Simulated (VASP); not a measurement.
# HfS2 (P-3m1) in VASP: single point with HSE06

Aim: the single point of HfS2 with HSE06.

Program: VASP 6.6.1. These are calculated values, not measurements. Logs are shortened: lines on timing, memory, paths and dates and some standing lists are left out, and cuts for length are marked.

## (1) The cell of the first run

Symmetry: P-3m1, No. 164, trigonal system. Conventional cell: a = 3.449 Å, b = 3.449 Å, c = 5.996 Å, α = 90.00°, β = 90.00°, γ = 120.00°. Within 3.3 Å of Hf (site symmetry -3m) lie 6 S at 2.50 Å. S (site symmetry 3m) has 3 Hf at 2.50 Å within 3.3 Å.

## (2) Single point, HSE06 (epitaxial xy strain -5.0%)

The input, POSCAR:

```
HfS2
1.0
    3.4487811585      0.0000000000      0.0000000000
   -1.7243905792      2.9867320953      0.0000000000
    0.0000000000      0.0000000000      5.9955086316
Hf S
1 2
Direct
    0.0000000000      0.0000000000      0.0000000000
    0.3333333333      0.6666666667      0.2529024917
    0.6666666667      0.3333333333      0.7470975083
```

The input, INCAR.step1:

```
ALGO = Normal
EDIFF = 1E-5
ENCUT = 400
GGA = PE
GGA_COMPAT = False
ISIF = 2
ISMEAR = 0
LASPH = True
LREAL = False
LWAVE = True
NBANDS = 18
NELM = 120
PREC = Accurate
SIGMA = 0.01
```

The input, INCAR.step2:

```
ALGO = Normal
EDIFF = 1E-6
ENCUT = 400
GGA = PE
GGA_COMPAT = False
HFSCREEN = 0.2079
ISIF = 2
ISMEAR = 0
ISTART = 1
LASPH = True
LCHARG = True
LELF = True
LHFCALC = True
LREAL = False
LVHAR = True
LWAVE = False
NBANDS = 18
NELM = 120
PREC = Accurate
PRECFOCK = Normal
SIGMA = 0.01
```

The input, KPOINTS:

```
k-points
0
Gamma
  6 6 4
```

Potentials or basis: VASP PAW PBE potentials, release 64 (Hf_pv, S).

Run with:

```sh
$ cat potpaw_PBE.64/Hf_pv/POTCAR potpaw_PBE.64/S/POTCAR > POTCAR
$ cp INCAR.step1 INCAR
$ mpirun -np 1 vasp_std > vasp.out
$ cp INCAR.step2 INCAR
$ mpirun -np 1 vasp_std > vasp.out
```

OUTCAR:

```text
EDIFF = 1E-6
   ENCUT = 400
   GGA = PE
   HFSCREEN = 0.2079
   ISIF = 2
   ISMEAR = 0
   ISTART = 1
   LASPH = True
   LHFCALC = True
   LREAL = False
   NELM = 120
   PREC = Accurate
   PRECFOCK = Normal

 ion  position               nearest neighbor table
   1  0.000  0.000  0.000-   2 2.50   3 2.50   2 2.50   3 2.50   3 2.50   2 2.50
   2  0.333  0.667  0.253-   1 2.50   1 2.50   1 2.50
   3  0.667  0.333  0.747-   1 2.50   1 2.50   1 2.50

  LATTYP: Found a hexagonal cell.
 ALAT       =     3.4487811585
 C/A-ratio  =     1.7384427588

  Lattice vectors:

 A1 = (   3.4487811585,   0.0000000000,   0.0000000000)
 A2 = (  -1.7243905792,   2.9867320953,   0.0000000000)
 A3 = (   0.0000000000,   0.0000000000,   5.9955086316)

Analysis of symmetry for initial positions (statically):
=====================================================================
 Subroutine PRICEL returns:
 Original cell was already a primitive cell.

 Routine SETGRP: Setting up the symmetry group for a
 hexagonal supercell.

 Subroutine GETGRP returns: Found 12 space group operations
 (whereof 12 operations were pure point group operations)
 out of a pool of 24 trial point group operations.

The static configuration has the point symmetry D_3d.

Analysis of symmetry for dynamics (positions and initial velocities):
=====================================================================
 Subroutine PRICEL returns:
 Original cell was already a primitive cell.

 Routine SETGRP: Setting up the symmetry group for a
 hexagonal supercell.

 Subroutine GETGRP returns: Found 12 space group operations
 (whereof 12 operations were pure point group operations)
 out of a pool of 24 trial point group operations.

The dynamic configuration has the point symmetry D_3d.

 Subroutine INISYM returns: Found 12 space group operations
 (whereof 12 operations are pure point group operations),
 and found     1 'primitive' translations

----------------------------------------------------------------------------------------

                                     Primitive cell

  volume of cell :      61.7572

  direct lattice vectors                    reciprocal lattice vectors
     3.448781159  0.000000000  0.000000000     0.289957511  0.167407047  0.000000000
    -1.724390579  2.986732095  0.000000000     0.000000000  0.334814094  0.000000000
     0.000000000  0.000000000  5.995508632     0.000000000  0.000000000  0.166791520

  length of vectors
     3.448781159  3.448781158  5.995508632     0.334814094  0.334814094  0.166791520

  position of ions in fractional coordinates (direct lattice)
     0.000000000  0.000000000  0.000000000
     0.333333333  0.666666667  0.252902492
     0.666666667  0.333333333  0.747097508

  ion indices of the primitive-cell ions
   primitive index   ion index
                 1           1
                 2           2
                 3           3

----------------------------------------------------------------------------------------

 KPOINTS: k-points

Automatic generation of k-mesh.
 Grid dimensions read from file:
 generate k-points for:    6    6    4

 Generating k-lattice:

  Cartesian coordinates                     Fractional coordinates (reciprocal lattice)
     0.048326252  0.027901174  0.000000000     0.166666667  0.000000000  0.000000000
     0.000000000  0.055802349  0.000000000     0.000000000  0.166666667  0.000000000
     0.000000000  0.000000000  0.041697880     0.000000000  0.000000000  0.250000000

  Length of vectors
     0.055802349  0.055802349  0.041697880

  Shift w.r.t. Gamma in fractional coordinates (k-lattice)
     0.000000000  0.000000000  0.000000000

 Subroutine IBZKPT returns following result:
 ===========================================

 Found     24 irreducible k-points:

 Following reciprocal coordinates:
            Coordinates               Weight
  0.000000  0.000000  0.000000      1.000000
  0.166667  0.000000  0.000000      6.000000
  0.333333  0.000000  0.000000      6.000000
  0.500000  0.000000  0.000000      3.000000
  0.166667  0.166667  0.000000      6.000000
  0.333333  0.166667  0.000000     12.000000
[... 16 lines left out ...]
  0.333333  0.166667  0.500000     12.000000
  0.333333  0.333333  0.500000      2.000000
   k-points           NKPTS =     24   k-points in BZ     NKDIM =    144   number of bands    NBANDS=     18
   number of dos      NEDOS =    301   number of ions     NIONS =      3
   total plane-waves  NPLWV =  23040
   dimension x,y,z NGX =    24 NGY =   24 NGZ =   40
   dimension x,y,z NGXF=    48 NGYF=   48 NGZF=   80
   ions per type =               1   2
   NGX,Y,Z   is equivalent  to a cutoff of  11.57, 11.57, 11.09 a.u.
   NGXF,Y,Z  is equivalent  to a cutoff of  23.14, 23.14, 22.18 a.u.
 SYSTEM =  unknown system
   PREC   = accura    normal or accurate (medium, high low for compatibility)
   ISTART =      1    job   : 0-new  1-cont  2-samecut
   ICHARG =      0    charge: 1-file 2-atom 10-const
   ISPIN  =      1    spin polarized calculation?
   LNONCOLLINEAR =      F non collinear calculations
   LSORBIT =      F    spin-orbit coupling
   LASPH  =      T    aspherical Exc in radial PAW
   ENCUT  =  400.0 eV  29.40 Ry    5.42 a.u.   5.62  5.62  9.78*2*pi/ulx,y,z
   NELM   =    120;   NELMIN=  2; NELMDL=  0     # of ELM steps
   EDIFF  = 0.1E-05   stopping-criterion for ELM
   LREAL  =      F    real-space projection
   EDIFFG = 0.1E-04   stopping-criterion for IOM
   NSW    =      0    number of steps for IOM
   IBRION =     -1    ionic relax: 0-MD 1-quasi-New 2-CG
   NFREE  =      0    steps in history (QN), initial steepest desc. (CG)
   ISIF   =      2    stress and relaxation
   ISYM   =      3    0-nonsym 1-usesym 2-fastsym
   POTIM  = 0.5000    time-step for ionic-motion
   TEBEG  =    0.0;   TEEND  =   0.0 temperature during run
   PSTRESS=    0.0 pullay stress
   NELECT =      22.0000    total number of electrons
   NUPDOWN=      -1.0000    fix difference up-down
   EMIN   =  10.00;   EMAX   =-10.00  energy-range for DOS
   EFERMI =   0.00;   METHOD = LEGACY
   ISMEAR =     0;   SIGMA  =   0.01  broadening in eV -4-tet -1-fermi 0-gaus
   EFERMI_NEDOS =   21; number of points for ismear=-14 and -15
   IALGO  =     38    algorithm
   IMIX   =      1    mixing-type and parameters
     AMIX     =   0.40;   BMIX     =  1.00
     AMIX_MAG =   1.60;   BMIX_MAG =  1.00
  volume/ion in A,a.u.               =      20.59       138.92
  Fermi-wavevector in a.u.,A,eV,Ry     =   1.160521  2.193067 18.324455  1.346809
  Thomas-Fermi vector in A             =   2.297103
   LORBIT       =      0    0 simple, 1 ext, 2 COOP (PROOUT), +10 PAW based schemes
   GGA     = PE    functional components
   LHFCALC =     T    Hartree Fock is set to
   PRECFOCK=normal    Normal, Fast or Accurate (Low or Medium for compatibility)
   ENCUT4O =  -1.0   cutoff for four orbital integrals eV
   NKREDX  =     1    reduce k-point grid by
   NKREDY  =     1    reduce k-point grid by
   NKREDZ  =     1    reduce k-point grid by
   AEXX    =    0.2500 exact exchange contribution
   HFSCREEN=    0.2079 screening length (either q_TF or 0.3 A-1)
   HFSCREENC=   0.2079 screening length for correlation (either q_TF or 0.3 A-1)
   ENCUTFOCK=  -1.0 apply spherical cutoff to Coloumb kernel
   IVDW    =     0    specifies the selected vdW correction
   LEPSILON=     F    determine dielectric tensor
   LRPA    =     F    only Hartree local field effects (RPA)
 non-spin polarized calculation
 Gauss-broadening in eV      SIGMA  =   0.01
  energy-cutoff  :      400.00
  volume of cell :       61.76
 maximum number of plane-waves:      1136
 NGX is ok and might be reduce to    24
  NGX = 18; NGY = 18; NGZ = 30

 number of electron      21.9999998 magnetization

 Free energy of the ion-electron system (eV)
  ---------------------------------------------------
  ext. energy  EPLUGINS =         0.00000000
  ---------------------------------------------------
  free energy    TOTEN  =       -26.71923291 eV

  energy without entropy =      -26.71923291  energy(sigma->0) =      -26.71923291

 E-fermi :   3.7904     XC(G=0):  -8.3201

 val. band max:        3.7132235212   @ k =   0.0000   0.0000   0.0000
 cond. band min:       4.7944414590   @ k =   0.5000   0.0000   0.5000
 fundamental gap:      1.0812179378
 Fermi energy:         3.7904224703

 k-point     1 :       0.0000    0.0000    0.0000
  band No.  band energies     occupation
      1     -29.0809      2.00000
      2     -28.8950      2.00000
      3     -28.8950      2.00000
      4     -11.4186      2.00000
      5      -9.4490      2.00000
      6      -2.3945      2.00000
[... 10 lines left out ...]
     17      10.5732      0.00000
     18      10.6543      0.00000

 k-point     2 :       0.1667    0.0000    0.0000
  band No.  band energies     occupation
      1     -29.0612      2.00000
      2     -28.9921      2.00000
      3     -28.9166      2.00000
      4     -11.0083      2.00000
      5      -9.4655      2.00000
      6      -1.8779      2.00000
[... 10 lines left out ...]
     17      12.0793      0.00000
     18      12.4842      0.00000

 k-point     3 :       0.3333    0.0000    0.0000
  band No.  band energies     occupation
      1     -29.1812      2.00000
      2     -29.0210      2.00000
      3     -28.9591      2.00000
      4     -10.1128      2.00000
      5      -9.4437      2.00000
      6      -1.2801      2.00000
[... 10 lines left out ...]
     17      12.1869      0.00000
     18      12.5810      0.00000

 k-point     4 :       0.5000    0.0000    0.0000
  band No.  band energies     occupation
      1     -29.2728      2.00000
      2     -29.0010      2.00000
      3     -28.9801      2.00000
      4      -9.7944      2.00000
      5      -9.1830      2.00000
      6      -2.3219      2.00000
[... 10 lines left out ...]
     17      11.3383      0.00000
     18      13.2772      0.00000

 k-point     5 :       0.1667    0.1667    0.0000
  band No.  band energies     occupation
      1     -29.1161      2.00000
      2     -29.0318      2.00000
      3     -28.9669      2.00000
      4     -10.3266      2.00000
      5      -9.4823      2.00000
      6      -0.9892      2.00000
[... 10 lines left out ...]
     17      13.4199      0.00000
     18      13.6317      0.00000

 k-point     6 :       0.3333    0.1667    0.0000
  band No.  band energies     occupation
      1     -29.2243      2.00000
      2     -29.0312      2.00000
      3     -29.0011      2.00000
      4      -9.6544      2.00000
      5      -9.3396      2.00000
      6      -1.6905      2.00000
[... 10 lines left out ...]
     17      12.5108      0.00000
     18      13.0775      0.00000

 k-point     7 :       0.3333    0.3333    0.0000
  band No.  band energies     occupation
      1     -29.1567      2.00000
      2     -29.1567      2.00000
      3     -28.9920      2.00000
      4      -9.3426      2.00000
      5      -9.3426      2.00000
      6      -1.1523      2.00000
[... 10 lines left out ...]
     17      11.6558      0.00000
     18      15.3972      0.00000

 k-point     8 :       0.0000    0.0000    0.2500
  band No.  band energies     occupation
      1     -29.0810      2.00000
      2     -28.8950      2.00000
      3     -28.8950      2.00000
      4     -11.2901      2.00000
      5      -9.6831      2.00000
      6      -1.8547      2.00000
[... 10 lines left out ...]
     17      10.6823      0.00000
     18      11.3866      0.00000
[... 229 lines left out ...]
     17      12.4288      0.00000
     18      12.9467      0.00000

 k-point    20 :       0.3333    0.0000    0.5000
  band No.  band energies     occupation
      1     -29.1811      2.00000
      2     -29.0209      2.00000
      3     -28.9592      2.00000
      4     -10.0038      2.00000
      5      -9.5612      2.00000
      6      -1.4778      2.00000
[... 10 lines left out ...]
     17      11.5695      0.00000
     18      11.7194      0.00000

 k-point    21 :       0.5000    0.0000    0.5000
  band No.  band energies     occupation
      1     -29.2727      2.00000
      2     -29.0009      2.00000
      3     -28.9802      2.00000
      4      -9.9025      2.00000
      5      -9.0328      2.00000
      6      -2.4073      2.00000
[... 10 lines left out ...]
     17      10.9828      0.00000
     18      12.3391      0.00000

 k-point    22 :       0.1667    0.1667    0.5000
  band No.  band energies     occupation
      1     -29.1161      2.00000
      2     -29.0318      2.00000
      3     -28.9670      2.00000
      4     -10.0599      2.00000
      5      -9.7919      2.00000
      6      -1.0314      2.00000
[... 10 lines left out ...]
     17      12.8646      0.00000
     18      13.7037      0.00000

 k-point    23 :       0.3333    0.1667    0.5000
  band No.  band energies     occupation
      1     -29.2242      2.00000
      2     -29.0312      2.00000
      3     -29.0010      2.00000
      4      -9.7239      2.00000
      5      -9.2568      2.00000
      6      -1.7657      2.00000
[... 10 lines left out ...]
     17      12.3613      0.00000
     18      12.6113      0.00000

 k-point    24 :       0.3333    0.3333    0.5000
  band No.  band energies     occupation
      1     -29.1566      2.00000
      2     -29.1566      2.00000
      3     -28.9919      2.00000
      4      -9.3489      2.00000
      5      -9.3489      2.00000
      6      -0.8802      2.00000
[... 10 lines left out ...]
     17      13.0659      0.00000
     18      13.9247      0.00000

------------------------ aborting loop because EDIFF is reached ----------------------------------------

  FORCE on cell =-STRESS in cart. coord.  units (eV):
  Direction    XX          YY          ZZ          XY          YZ          ZX
  --------------------------------------------------------------------------------------
  -------------------------------------------------------------------------------------
  Total        4.0310512      4.0310512      0.0833902      0.0000000      0.0000000      0.0000000
  in kB      104.5781516    104.5781516      2.1634039      0.0000000      0.0000000      0.0000000
  external PRESSURE =      70.4399024 kB  Pullay stress =       0.0000000 kB

 VOLUME and BASIS-vectors are now :
 -----------------------------------------------------------------------------
  energy-cutoff  :      400.00
  volume of cell :       61.76
      direct lattice vectors                 reciprocal lattice vectors
     3.448781159  0.000000000  0.000000000     0.289957511  0.167407047  0.000000000
    -1.724390579  2.986732095  0.000000000     0.000000000  0.334814094  0.000000000
     0.000000000  0.000000000  5.995508632     0.000000000  0.000000000  0.166791520

 POSITION                                       TOTAL-FORCE (eV/Angst)
 -----------------------------------------------------------------------------------
      0.00000      0.00000      0.00000         0.000000      0.000000      0.000000
     -0.00000      1.99115      1.51628        -0.000000      0.000000     -0.219272
      1.72439      0.99558      4.47923        -0.000000      0.000000      0.219272
 -----------------------------------------------------------------------------------
    total drift:                               -0.000000      0.000000     -0.000000

  FREE ENERGIE OF THE ION-ELECTRON SYSTEM (eV)
  ---------------------------------------------------
  free  energy   TOTEN  =       -26.7192329119 eV

  energy  without entropy=      -26.7192329119  energy(sigma->0) =      -26.71923291
```

Run time: 22 min. Hardware: 1 thread of Intel Xeon 6975P-C (Granite Rapids), shared host; peak memory 0.28 GiB.

Results:

| Item | Value |
| --- | --- |
| Free energy | -26.7192 eV |
| Pressure | 7.0 GPa |
| Largest force | 0.219 eV/Å |
| Band gap on the k mesh | 1.08 eV (least direct gap 2.24 eV) |

Forces on the atoms (eV/Å):
```
Hf   0.000  0.000  0.000
S    0.000  0.000 -0.219
S    0.000  0.000  0.219
```

Levels at points of the mesh, in eV from the valence-band top:
| k point | band 9 | band 10 | band 11 | band 12 | band 13 | band 14 |
| --- | --- | --- | --- | --- | --- | --- |
| (0.00, 0.00, 0.00) | -0.48 | 0.00 | 0.00 | 2.80 | 2.80 | 2.80 |
| (0.50, 0.00, 0.00) | -2.95 | -2.64 | -1.46 | 1.39 | 5.63 | 6.03 |
| (0.00, 0.00, 0.50) | -2.70 | -0.15 | -0.15 | 2.76 | 2.76 | 3.60 |
| (0.50, 0.00, 0.50) | -3.13 | -1.43 | -1.16 | 1.08 | 5.61 | 6.04 |

Caveat: the cell differs from its parent crystal (epitaxial xy strain -5.0%); the stress differs along the axes, from 0 to 10 GPa; the PAW data sets were made with another functional, which shifts forces and pressure a little; spin-orbit coupling is left out, which moves the levels of the heavy elements; this functional lacks dispersion, which binds layers or chains, so the pressure and a relaxed spacing across them are unreliable. A k mesh can miss the band edges.
